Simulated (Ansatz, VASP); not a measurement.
Given: the input of a run of Ansatz 0.2.0 on TaWC2.

input.yaml

```yaml
crystal:
  lattice:
    - [1.5822650862, 0.9135211734, 5.1354062173]
    - [-1.5822650862, 0.9135211734, 5.1354062173]
    - [0.0, -1.8270423469, 5.1354062173]
  atoms:
    - { symbol: W, position: [0.0, 0.0, 0.0] }
    - { symbol: Ta, position: [0.5, 0.5, 0.5] }
    - { symbol: C, position: [0.250933, 0.250933, 0.250933] }
    - { symbol: C, position: [0.749067, 0.749067, 0.749067] }
kpoints:
  mp_grid: { grid: [10, 10, 10] }
scf:
  occupations: { method: fermi_dirac, width: 0.05 }
hamiltonian:
  xc: lda
  pseudopotentials: { kind: all_electron, lapw: { basis_error: 0.002 } }
output:
  forces: true
  stress: true
  eigenvalues: true
```

Potentials or basis: all-electron LAPW, scalar-relativistic.

The run is started by

```bash
$ ansatz run input.yaml --threads 2 --pin off --max-ram 8192MiB --backend cpu --events-out ev --progress --plain --runs-dir out
```

Question: Set up the same calculation for VASP 6.6.1. Potentials there: VASP PAW LDA potentials, release 64 (W_sv, Ta_pv, C).

Answer: As run (the cutoff follows the program's own potentials):

File INCAR:

```
PREC = Accurate ; ENCUT = 520
EDIFF = 1E-6 ; ISMEAR = -1
SIGMA = 0.05 ; LREAL = F
LASPH = T ; NELM = 80
ALGO = Normal ; ISIF = 2
LWAVE = F ; LCHARG = F
NBANDS = 24
```

Contents of KPOINTS:

```
Automatic mesh
0
Gamma
  10 10 10
```

Contents of POSCAR:

```
TaWC2
1.0
    1.5822650862      0.9135211734      5.1354062173
   -1.5822650862      0.9135211734      5.1354062173
    0.0000000000     -1.8270423469      5.1354062173
W Ta C
1 1 2
Direct
    0.0000000000      0.0000000000      0.0000000000
    0.5000000000      0.5000000000      0.5000000000
    0.2509330000      0.2509330000      0.2509330000
    0.7490670000      0.7490670000      0.7490670000
```

Potentials or basis: VASP PAW LDA potentials, release 64 (W_sv, Ta_pv, C).

Command:

```console
$ cat potpaw_LDA.64/W_sv/POTCAR potpaw_LDA.64/Ta_pv/POTCAR potpaw_LDA.64/C/POTCAR > POTCAR
$ mpirun -np 1 vasp_std > vasp.out
```

Both were run:

|  | VASP | Ansatz | Ansatz less VASP |
| --- | --- | --- | --- |
| gap on the k mesh at the Fermi level (eV) | none | none | - |
| pressure (GPa) | -20.9 | -22.5 | -1.65 |
| traceless stress, the component that is largest in VASP (GPa) | 0.06 | 0.05 | -0.002 |
| rms of the force components (eV/Å) | 0.032 | 0.030 | -0.0023 |

LDA's correlation is that of Perdew and Zunger in VASP and of Perdew and Wang (1992) in Ansatz. Atom by atom the forces differ by 0.002 eV/Å (rms over components). A gap of «none» marks a metal or a gap that the smearing closes. Ansatz ran all-electron here, and VASP with PAW potentials.

Spin-orbit coupling is off throughout.
